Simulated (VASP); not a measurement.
Runs of VASP 6.6.1 on Ta. The structure is that of space group P6_3/mmc (No. 194), or close to it. The cells are those of the table. 

| cell | gap on the mesh (eV) | pressure (GPa) |
| --- | --- | --- |
| a = 2.848, b = 2.848, c = 5.045 Å, angles 90.0, 90.0, 120.0°, 2 atoms | none | (a) |
| a = 2.737, b = 2.737, c = 4.857 Å, angles 90.0, 90.0, 120.0°, 2 atoms | none | 31.2 |
| a = 2.806, b = 2.806, c = 4.973 Å, angles 90.0, 90.0, 120.0°, 2 atoms | none | 10.9 |
| a = 2.769, b = 2.769, c = 4.912 Å, angles 90.0, 90.0, 120.0°, 2 atoms | none | 21.0 |

Alike in all rows: task single point; level LDA; potentials or basis VASP PAW LDA potentials, release 64 (Ta_pv); no spin polarisation; k mesh 7 × 7 × 4; cutoff (eV) 500; smearing fermi-dirac 0.05 eV.

Question: Estimate the missing entries.

Answer: (a) 0.8.

Caveats: all runs use coarse meshes; spin-orbit coupling is left out, which moves the levels of the heavy elements.

A k mesh can miss the band edges, and the runs leave out spin-orbit coupling on Ta.

A gap of «none» marks levels without a gap at the run's occupations.
